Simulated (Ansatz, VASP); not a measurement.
**Mn: VASP beside Ansatz**

```
Mn
1.0
     2.47414    0.00000    0.00000
    -1.23707    2.14267    0.00000
     0.00000    0.00000    8.21258
Mn
4
Direct
  0.66667 0.33333 0.13237
  0.33333 0.66667 0.63237
  0.66667 0.33333 0.36763
  0.33333 0.66667 0.86763
```

Alike in both runs: functional PBEsol; k mesh 18 × 18 × 6; occupations gaussian, width 0.1 eV; no spin polarisation.

Ansatz relaxed the structure, and its values are those at the end. VASP's run is a single point on that final structure, the one shown.

|  | VASP | Ansatz |
| --- | --- | --- |
| version | VASP 6.6.1 | Ansatz 0.2.0 |
| potentials or method | VASP PAW PBE potentials, release 64 (Mn_pv), cutoff 520 eV | scalar-relativistic, plane waves, PAW |
| valence electrons in the cell | 52 | 60 |

|  | VASP | Ansatz | Ansatz less VASP |
| --- | --- | --- | --- |
| gap on the k mesh at the Fermi level (eV) | none | none | - |
| pressure (GPa) | 2.4 | -0.1 | -2.42 |
| rms of the force components (eV/Å) | 0.330 | 0.002 | -0.3278 |

VASP's potentials were made for PBE, not for PBEsol. A gap of «none» marks a metal or a gap that the smearing closes. With one functional, cell and mesh, what is left measures potentials, basis and numerics. VASP's potentials hold 52 valence electrons a cell and Ansatz's 60, so a difference there can come from the potentials and not from the codes.
